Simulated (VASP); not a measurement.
# Mg9O8 (a cell with a defect) in VASP: single point with PBE+D3(BJ)

Aim: the single point of Mg9O8 (a cell with a defect) with PBE+D3(BJ).

Program: VASP 6.6.1. These are calculated values, not measurements. Logs are shortened: lines on timing, memory, paths and dates and some standing lists are left out, and cuts for length are marked.

### 1 The cell of the first run

The cell holds a defect, 17 atoms: a = 5.975 Å, b = 5.975 Å, c = 5.975 Å, α = 60.00°, β = 60.00°, γ = 60.00°.

### 2 Single point, PBE+D3(BJ)

Contents of INCAR:

```
  PREC = Accurate
  ENCUT = 520
  EDIFF = 1E-6
  ISMEAR = 0
  SIGMA = 0.02
  LREAL = Auto
  LASPH = True
  NELM = 60
  ALGO = Normal
  ISIF = 2
  LWAVE = False
  LCHARG = True
  GGA = PE
  IVDW = 12
  LELF = True
  LVHAR = True
  NBANDS = 47
```

Contents of KPOINTS:

```
Automatic mesh
0
Gamma
  2 2 2
```

Contents of POSCAR:

```
Mg9O8
1.0
    0.0000000000      4.2250000000      4.2250000000
    4.2250000000      0.0000000000      4.2250000000
    4.2250000000      4.2250000000      0.0000000000
Mg O
9 8
Direct
    0.0197655621     -0.0042538462     -0.0053376331
    0.0179422485     -0.0093973964      0.4980094675
    0.0176768047      0.4994121893     -0.0105897041
    0.0180108876      0.4992868639      0.4980153846
    0.5177381065     -0.0029260355     -0.0045168047
    0.5176926627     -0.0030668639      0.4943520710
    0.5177467456      0.4956196450     -0.0045119527
    0.3239520710      0.5609795266      0.5600055621
    0.7391379882      0.4225992899      0.4216357396
    0.2495937278      0.2525508876      0.2511958580
    0.2419881657      0.2344875740      0.7640527811
    0.2422286391      0.7652151479      0.2332542012
    0.2419642604      0.7654030769      0.7640366864
    0.7944588166      0.2256734911      0.2242697041
    0.7947491124      0.2254501775      0.7603173964
    0.7945067456      0.7615218935      0.2242695858
    0.7757517160      0.7438463905      0.7424785799
```

Potentials or basis: VASP PAW PBE potentials, release 64 (Mg, O).

Started as:

```sh
cat potpaw_PBE.64/Mg/POTCAR potpaw_PBE.64/O/POTCAR > POTCAR
mpirun -np 1 vasp_std > vasp.out
```

OUTCAR:

```text
PREC = Accurate
   ENCUT = 520
   EDIFF = 1E-6
   ISMEAR = 0
   LREAL = Auto
   LASPH = True
   NELM = 60
   ISIF = 2
   GGA = PE
   IVDW = 12
 IVDW          = 12

 ion  position               nearest neighbor table
   1  0.020  0.996  0.995-  15 1.94  16 1.94  14 1.94  11 1.95  13 1.95  12 1.95   5 2.98   7 2.98
                             6 2.98   2 2.99   4 2.99   3 2.99   3 2.99   4 2.99   2 2.99   6 2.99
   2  0.018  0.991  0.498-  17 2.07  13 2.08  12 2.08  10 2.09  15 2.11  14 2.11   9 2.22   8 2.26
                             4 2.94   3 2.94   5 2.98   6 2.98   1 2.99   1 2.99   6 2.99   5 2.99
   3  0.018  0.499  0.989-  17 2.07  13 2.08  11 2.08  10 2.09  14 2.11  16 2.11   9 2.22   8 2.26
                             4 2.94   2 2.94   7 2.98   5 2.98   1 2.99   1 2.99   5 2.99   7 2.99
   4  0.018  0.499  0.498-  17 2.07  11 2.08  12 2.08  10 2.09  15 2.11  16 2.11   9 2.22   8 2.26
                             2 2.94   3 2.94   7 2.98   6 2.98   1 2.99   1 2.99   6 2.99   7 2.99
   5  0.518  0.997  0.995-  17 2.14  15 2.14  16 2.14  11 2.15  12 2.15  10 2.16   7 2.98   6 2.98
                             3 2.98   2 2.98   1 2.98   1 2.99   2 2.99   6 2.99   3 2.99   7 3.00
   6  0.518  0.997  0.494-  17 2.14  16 2.14  14 2.14  11 2.15  13 2.15  10 2.16   7 2.98   5 2.98
                             2 2.98   4 2.98   1 2.98   1 2.99   4 2.99   2 2.99   5 2.99   7 2.99
   7  0.518  0.496  0.995-  17 2.14  15 2.14  14 2.14  13 2.15  12 2.15  10 2.16   5 2.98   6 2.98
                             3 2.98   4 2.98   1 2.98   1 2.99   4 2.99   6 2.99   3 2.99   5 3.00
   8  0.324  0.561  0.560-  13 1.87  11 1.87  12 1.87   9 2.03   3 2.26   4 2.26   2 2.26  17 2.67
                             5 3.13   7 3.13   6 3.13   6 3.13   7 3.14   5 3.14
   9  0.739  0.423  0.422-  15 1.87  16 1.87  14 1.87   8 2.03   4 2.22   2 2.22   3 2.22  10 2.49
                             7 3.17   5 3.18   6 3.18   6 3.18   5 3.18   7 3.18
  10  0.250  0.253  0.251-   4 2.09   2 2.09   3 2.09   5 2.16   7 2.16   6 2.16   9 2.49
  11  0.242  0.234  0.764-   8 1.87   1 1.95   4 2.08   3 2.08   5 2.15   6 2.15
  12  0.242  0.765  0.233-   8 1.87   1 1.95   2 2.08   4 2.08   7 2.15   5 2.15
  13  0.242  0.765  0.764-   8 1.87   1 1.95   2 2.08   3 2.08   7 2.15   6 2.15
  14  0.794  0.226  0.224-   9 1.87   1 1.94   3 2.11   2 2.11   7 2.14   6 2.14
  15  0.795  0.225  0.760-   9 1.87   1 1.94   4 2.11   2 2.11   7 2.14   5 2.14
  16  0.795  0.762  0.224-   9 1.87   1 1.94   3 2.11   4 2.11   6 2.14   5 2.14
  17  0.776  0.744  0.742-   3 2.07   2 2.07   4 2.07   6 2.14   7 2.14   5 2.14   8 2.67

  LATTYP: Found a face centered cubic cell.
 ALAT       =     8.4500000000

  Lattice vectors:

 A1 = (   0.0000000000,   4.2250000000,   4.2250000000)
 A2 = (   4.2250000000,   0.0000000000,   4.2250000000)
 A3 = (   4.2250000000,   4.2250000000,   0.0000000000)

Analysis of symmetry for initial positions (statically):
=====================================================================
 Subroutine PRICEL returns:
 Original cell was already a primitive cell.

 Routine SETGRP: Setting up the symmetry group for a
 face centered cubic supercell.

 Subroutine GETGRP returns: Found  1 space group operations
 (whereof  1 operations were pure point group operations)
 out of a pool of 48 trial point group operations.

The static configuration has the point symmetry C_1 .

Analysis of symmetry for dynamics (positions and initial velocities):
=====================================================================
 Subroutine PRICEL returns:
 Original cell was already a primitive cell.

 Routine SETGRP: Setting up the symmetry group for a
 face centered cubic supercell.

 Subroutine GETGRP returns: Found  1 space group operations
 (whereof  1 operations were pure point group operations)
 out of a pool of 48 trial point group operations.

The dynamic configuration has the point symmetry C_1 .

 Subroutine INISYM returns: Found  1 space group operations
 (whereof  1 operations are pure point group operations),
 and found     1 'primitive' translations

----------------------------------------------------------------------------------------

                                     Primitive cell

  volume of cell :     150.8378

  direct lattice vectors                    reciprocal lattice vectors
     0.000000000  4.225000000  4.225000000    -0.118343195  0.118343195  0.118343195
     4.225000000  0.000000000  4.225000000     0.118343195 -0.118343195  0.118343195
     4.225000000  4.225000000  0.000000000     0.118343195  0.118343195 -0.118343195

  length of vectors
     5.975052301  5.975052301  5.975052301     0.204976427  0.204976427  0.204976427

  position of ions in fractional coordinates (direct lattice)
     0.019765562  0.995746154  0.994662367
     0.017942248  0.990602604  0.498009467
[... 49 lines left out ...]
     0.059171598  0.059171598 -0.059171598     0.000000000  0.000000000  0.500000000

  Length of vectors
     0.102488213  0.102488213  0.102488213

  Shift w.r.t. Gamma in fractional coordinates (k-lattice)
     0.000000000  0.000000000  0.000000000

 Subroutine IBZKPT returns following result:
 ===========================================

 Found      8 irreducible k-points:

 Following reciprocal coordinates:
            Coordinates               Weight
  0.000000  0.000000  0.000000      1.000000
  0.500000  0.000000  0.000000      1.000000
  0.000000  0.500000  0.000000      1.000000
  0.000000  0.000000  0.500000      1.000000
  0.500000  0.500000  0.500000      1.000000
  0.500000  0.500000  0.000000      1.000000
  0.000000  0.500000  0.500000      1.000000
  0.500000  0.000000  0.500000      1.000000
   k-points           NKPTS =      8   k-points in BZ     NKDIM =      8   number of bands    NBANDS=     47
   number of dos      NEDOS =    301   number of ions     NIONS =     17
   total plane-waves  NPLWV = 110592
   dimension x,y,z NGX =    48 NGY =   48 NGZ =   48
   dimension x,y,z NGXF=    96 NGYF=   96 NGZF=   96
   ions per type =               9   8
   NGX,Y,Z   is equivalent  to a cutoff of  13.36, 13.36, 13.36 a.u.
   NGXF,Y,Z  is equivalent  to a cutoff of  26.71, 26.71, 26.71 a.u.
 SYSTEM =  unknown system
   PREC   = accura    normal or accurate (medium, high low for compatibility)
   ISTART =      0    job   : 0-new  1-cont  2-samecut
   ICHARG =      2    charge: 1-file 2-atom 10-const
   ISPIN  =      1    spin polarized calculation?
   LNONCOLLINEAR =      F non collinear calculations
   LSORBIT =      F    spin-orbit coupling
   LASPH  =      T    aspherical Exc in radial PAW
   ENCUT  =  520.0 eV  38.22 Ry    6.18 a.u.  11.11 11.11 11.11*2*pi/ulx,y,z
   NELM   =     60;   NELMIN=  2; NELMDL= -5     # of ELM steps
   EDIFF  = 0.1E-05   stopping-criterion for ELM
   LREAL  =      T    real-space projection
   EDIFFG = 0.1E-04   stopping-criterion for IOM
   NSW    =      0    number of steps for IOM
   IBRION =     -1    ionic relax: 0-MD 1-quasi-New 2-CG
   NFREE  =      0    steps in history (QN), initial steepest desc. (CG)
   ISIF   =      2    stress and relaxation
   ISYM   =      2    0-nonsym 1-usesym 2-fastsym
   POTIM  = 0.5000    time-step for ionic-motion
   TEBEG  =    0.0;   TEEND  =   0.0 temperature during run
   PSTRESS=    0.0 pullay stress
   NELECT =      66.0000    total number of electrons
   NUPDOWN=      -1.0000    fix difference up-down
   EMIN   =  10.00;   EMAX   =-10.00  energy-range for DOS
   EFERMI =   0.00;   METHOD = LEGACY
   ISMEAR =     0;   SIGMA  =   0.02  broadening in eV -4-tet -1-fermi 0-gaus
   EFERMI_NEDOS =   21; number of points for ismear=-14 and -15
   IALGO  =     38    algorithm
   IMIX   =      4    mixing-type and parameters
     AMIX     =   0.40;   BMIX     =  1.00
     AMIX_MAG =   1.60;   BMIX_MAG =  1.00
  volume/ion in A,a.u.               =       8.87        59.88
  Fermi-wavevector in a.u.,A,eV,Ry     =   1.242852  2.348650 21.016664  1.544681
  Thomas-Fermi vector in A             =   2.377188
   LORBIT       =      0    0 simple, 1 ext, 2 COOP (PROOUT), +10 PAW based schemes
   GGA     = PE    functional components
   LHFCALC =     F    Hartree Fock is set to
   AEXX    =    0.0000 exact exchange contribution
   IVDW    =    12    specifies the selected vdW correction
   LEPSILON=     F    determine dielectric tensor
   LRPA    =     F    only Hartree local field effects (RPA)
 non-spin polarized calculation
 Gauss-broadening in eV      SIGMA  =   0.02
  energy-cutoff  :      520.00
  volume of cell :      150.84
 maximum number of plane-waves:      4092
 NGX is ok and might be reduce to    48
   NGX = 23   NGY = 23   NGZ = 23

 number of electron      65.9999997 magnetization

 Free energy of the ion-electron system (eV)
  ---------------------------------------------------
  ext. energy  EPLUGINS =         0.00000000
  ---------------------------------------------------
  free energy    TOTEN  =       -82.26709380 eV

  energy without entropy =      -82.26709380  energy(sigma->0) =      -82.26709380

 E-fermi :   9.8031     XC(G=0): -11.3803

 val. band max:        9.6393051366   @ k =   0.5000   0.5000   0.0000
 cond. band min:      10.0427801781   @ k =   0.0000   0.5000   0.0000
 fundamental gap:      0.4034750415
 Fermi energy:         9.8031229761

 k-point     1 :       0.0000    0.0000    0.0000
  band No.  band energies     occupation
      1     -13.7982      2.00000
      2     -12.6337      2.00000
      3     -12.4099      2.00000
      4     -12.4093      2.00000
      5     -12.3716      2.00000
      6     -12.3106      2.00000
[... 373 lines left out ...]
     44      14.8146      0.00000
     45      15.0814      0.00000
 [bands above 45 left out]

------------------------ aborting loop because EDIFF is reached ----------------------------------------

 Edisp (eV)   -5.60549

 E8    (eV) :    -2.2241

  FORCE on cell =-STRESS in cart. coord.  units (eV):
  Direction    XX          YY          ZZ          XY          YZ          ZX
  --------------------------------------------------------------------------------------
  -------------------------------------------------------------------------------------
  Total      32.41964    32.43552    32.42963    -5.69668     5.70513    -5.69527
  in kB     344.35673   344.52544   344.46290   -60.50927    60.59911   -60.49434
  external pressure =      344.45 kB  Pullay stress =        0.00 kB

 VOLUME and BASIS-vectors are now :
 -----------------------------------------------------------------------------
  energy-cutoff  :      520.00
  volume of cell :      150.84
      direct lattice vectors                 reciprocal lattice vectors
     0.000000000  4.225000000  4.225000000    -0.118343195  0.118343195  0.118343195
     4.225000000  0.000000000  4.225000000     0.118343195 -0.118343195  0.118343195
     4.225000000  4.225000000  0.000000000     0.118343195  0.118343195 -0.118343195

 POSITION                                       TOTAL-FORCE (eV/Angst)
 -----------------------------------------------------------------------------------
      8.40948      4.28596      4.29054        -0.001567     -0.001029      0.000265
      6.28939      2.17990      4.26110        -0.001606      0.002782     -0.005803
      6.29027      4.25494      2.18470        -0.001776     -0.005394      0.003244
      4.21360      2.18021      2.18558         0.007974      0.001105      0.002224
      8.41855      6.39336      6.40008         0.000966     -0.000733     -0.003179
      6.30068      4.27589      6.39929         0.001379     -0.001544     -0.002723
[... 9 lines left out ...]
      4.16497      4.30433      6.57422         0.007274     -0.006973      0.014589
      6.27972      6.41452      6.42030         0.000293      0.001062     -0.000539
 -----------------------------------------------------------------------------------
    total drift:                               -0.001583      0.000446      0.004765

  FREE ENERGIE OF THE ION-ELECTRON SYSTEM (eV)
  ---------------------------------------------------
  free  energy   TOTEN  =       -87.8725844969 eV

  energy  without entropy=      -87.8725844969  energy(sigma->0) =      -87.87258450
```

Run time: 2.1 min. Hardware: 1 thread of Intel Xeon Platinum 8488C (Sapphire Rapids), shared host; peak memory 0.33 GiB.

Results:

```
Free energy                : -87.8726 eV
Pressure                   : 34.4 GPa
Largest force              : 0.160 eV/Å
Band gap on the k mesh     : 0.40 eV
Dispersion energy per atom : -0.330 eV
```

Forces on the atoms (eV/Å):
```
Mg  -0.002 -0.001  0.000
Mg  -0.002  0.003 -0.006
Mg  -0.002 -0.005  0.003
Mg   0.008  0.001  0.002
Mg   0.001 -0.001 -0.003
Mg   0.001 -0.002 -0.003
Mg   0.003 -0.003 -0.002
Mg  -0.092  0.090  0.094
Mg   0.070 -0.076 -0.071
O    0.013 -0.008 -0.009
O   -0.007  0.007 -0.017
O   -0.006 -0.016  0.008
O    0.019  0.007  0.005
O   -0.018 -0.005 -0.008
O    0.005  0.015 -0.009
O    0.007 -0.007  0.015
O    0.000  0.001 -0.001
```

Caveat: the k points lie up to 0.64 Å⁻¹ apart.
